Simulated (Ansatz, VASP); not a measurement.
# Two plane-wave programs on MnS

```xyz
2
Lattice="0.0000 2.4688 2.4688 2.4688 0.0000 2.4688 2.4688 2.4688 0.0000" Properties=species:S:1:pos:R:3 pbc="T T T"
Mn    0.0000    0.0000    0.0000
S     2.4688    2.4688    2.4688
```

Alike in both runs: functional PBEsol; k mesh 14 × 14 × 14; occupations gaussian, width 0.1 eV; collinear spin.

Ansatz relaxed the structure, and its values are those at the end. VASP's run is a single point on that final structure, the one shown.

|  | VASP | Ansatz |
| --- | --- | --- |
| version | VASP 6.6.1 | Ansatz 0.2.0 |
| potentials or method | VASP PAW PBE potentials, release 64 (Mn_pv, S), cutoff 520 eV | scalar-relativistic, plane waves, PAW |
| valence electrons in the cell | 19 | 21 |

VASP gave:

```
gap on the k mesh at the Fermi level (eV)                     : none
pressure (GPa)                                                : 0.3
net moment per atom (μB)                                      : 2.05
size of the moment on the site where the two differ most (μB) : 3.79
```

Q: Estimate Ansatz's values.

A: gap on the k mesh at the Fermi level (eV): none; pressure (GPa): 0.0; net moment per atom (μB): 2.05; size of the moment on the site where the two differ most (μB): 3.67.

VASP's potentials were made for PBE, not for PBEsol. Site moments also hang on the region over which each program counts them. A gap of «none» marks a metal or a gap that the smearing closes. VASP's potentials hold 19 valence electrons a cell and Ansatz's 21, so a difference there can come from the potentials and not from the codes.
